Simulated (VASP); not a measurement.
Runs of VASP 6.6.1 on La. The structure is that of space group P6/mmm (No. 191), or close to it. The cells are those of the table. 

```csv
cell,gap on the mesh (eV),pressure (GPa)
"a = 6.101, b = 6.101, c = 3.739 Å, angles 90.0, 90.0, 120.0°, 3 atoms",none,(a)
"a = 5.940, b = 5.940, c = 3.640 Å, angles 90.0, 90.0, 120.0°, 3 atoms",none,1.1
"a = 5.857, b = 5.857, c = 3.589 Å, angles 90.0, 90.0, 120.0°, 3 atoms",none,2.4
"a = 6.022, b = 6.022, c = 3.690 Å, angles 90.0, 90.0, 120.0°, 3 atoms",none,0.0
"a = 5.770, b = 5.770, c = 3.536 Å, angles 90.0, 90.0, 120.0°, 3 atoms",none,(b)
```

Alike in all rows: task single point; level revPBE; potentials or basis VASP PAW PBE potentials, release 64 (La); no spin polarisation; k mesh 7 × 7 × 10; cutoff (eV) 520; smearing fermi-dirac 0.1 eV.

Q: Fill in the values left out.

A: (a) -0.9; (b) 3.9.

Caveats: the PAW data sets were made with another functional, which shifts forces and pressure a little; spin-orbit coupling is left out, which moves the levels of the heavy elements.

A k mesh can miss the band edges, and the runs leave out spin-orbit coupling on La.

A gap of «none» marks levels without a gap at the run's occupations.
